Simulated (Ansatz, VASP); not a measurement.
## Two plane-wave programs on Si3Bi2Te2

```
CELL_PARAMETERS angstrom
5.25512 0.00000 0.00000
-2.62756 4.55107 0.00000
0.00000 0.00000 7.30237
ATOMIC_POSITIONS crystal
Si 0.50000 0.00000 0.00000
Si 0.00000 0.50000 0.00000
Si 0.50000 0.50000 0.00000
Bi 0.00000 0.00000 0.76363
Bi 0.00000 0.00000 0.23637
Te 0.33333 0.66667 0.50000
Te 0.66667 0.33333 0.50000
```

Alike in both runs: functional PBE; k mesh 3 × 3 × 2; occupations gaussian, width 0.2 eV; no spin polarisation.

Ansatz relaxed the structure, and its values are those at the end. VASP's run is a single point on that final structure, the one shown.

|  | VASP | Ansatz |
| --- | --- | --- |
| version | VASP 6.6.1 | Ansatz 0.2.0 |
| potentials or method | VASP PAW PBE potentials, release 64 (Si, Bi_d, Te), cutoff 500 eV | scalar-relativistic, plane waves, PAW |
| valence electrons in the cell | 54 | 74 |

Ansatz gave:

| Property | Result |
| --- | --- |
| gap on the k mesh at the Fermi level (eV) | none |
| pressure (GPa) | 0.1 |
| rms of the force components (eV/Å) | 0.023 |

Q: Estimate VASP's values.

A: gap on the k mesh at the Fermi level (eV): none; pressure (GPa): 0.0; rms of the force components (eV/Å): 0.022.

A gap of «none» marks a metal or a gap that the smearing closes. With one functional, cell and mesh, what is left measures potentials, basis and numerics. VASP's potentials hold 54 valence electrons a cell and Ansatz's 74, so a difference there can come from the potentials and not from the codes.

The k mesh is coarse, so the values compare programs but aren't converged. Spin-orbit coupling is off throughout.
